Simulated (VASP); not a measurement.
TiSi2:

```
Ti Si
1.0
     1.77679   -6.80405    0.00000
     1.77679    6.80405    0.00000
     0.00000    0.00000    3.58879
Ti Si
2 4
Direct
  0.10312 0.89688 0.25000
  0.89688 0.10312 0.75000
  0.75031 0.24969 0.25000
  0.24969 0.75031 0.75000
  0.44175 0.55825 0.25000
  0.55825 0.44175 0.75000
```

Base run:

```yaml
Program: VASP 6.6.1
Functional: PBEsol
Potentials_or_basis: VASP PAW PBE potentials, release 64 (Ti_sv, Si)
Cutoff: 520 eV
k_mesh: 8 × 8 × 8
Occupations: fermi-dirac, width 0.05 eV
Spin: no spin polarisation
```

Its results: band gap on the k mesh zero (bands 20 and 21 overlap by 0.99 eV); pressure -4.7 GPa; largest force 0.138 eV/Å.

Problem. The run is repeated on the same cell with these changes: functional from PBEsol to LDA; potentials or basis from VASP PAW PBE potentials, release 64 (Ti_sv, Si) to VASP PAW LDA potentials, release 64 (Ti_sv, Si). What comes out?

Solution. Band gap on the k mesh zero (bands 20 and 21 overlap by 0.99 eV); pressure -7.7 GPa; largest force 0.094 eV/Å.

Caveats: the cell stands under tension; the PAW data sets were made with another functional, which shifts forces and pressure a little (at least some runs).
